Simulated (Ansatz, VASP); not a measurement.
**One calculation of CeO2, two programs**

```
Ce O
1.0
     0.00000    2.68115    2.68115
     2.68115    0.00000    2.68115
     2.68115    2.68115    0.00000
Ce O
1 2
Direct
  0.00000 0.00000 0.00000
  0.25000 0.25000 0.25000
  0.75000 0.75000 0.75000
```

Alike in both runs: task single point; functional PBEsol; k mesh 6 × 6 × 6; occupations tetrahedron; no spin polarisation.

|  | VASP | Ansatz |
| --- | --- | --- |
| version | VASP 6.6.1 | Ansatz 0.2.0 |
| potentials or method | VASP PAW PBE potentials, release 64 (Ce, O), cutoff 600 eV | PAW, plane waves, scalar-relativistic |
| valence electrons in the cell | 24 | 24 |

```csv
,VASP,Ansatz,Ansatz less VASP
gap on the k mesh at the Fermi level (eV),2.15,2.17,+0.024
pressure (GPa),3.9,4.0,+0.06
```

VASP's potentials were made for PBE, not for PBEsol. Ansatz's warnings: band table not solved further, tetrahedron derivatives may miss energy slope.

Neither program's run includes spin-orbit coupling.
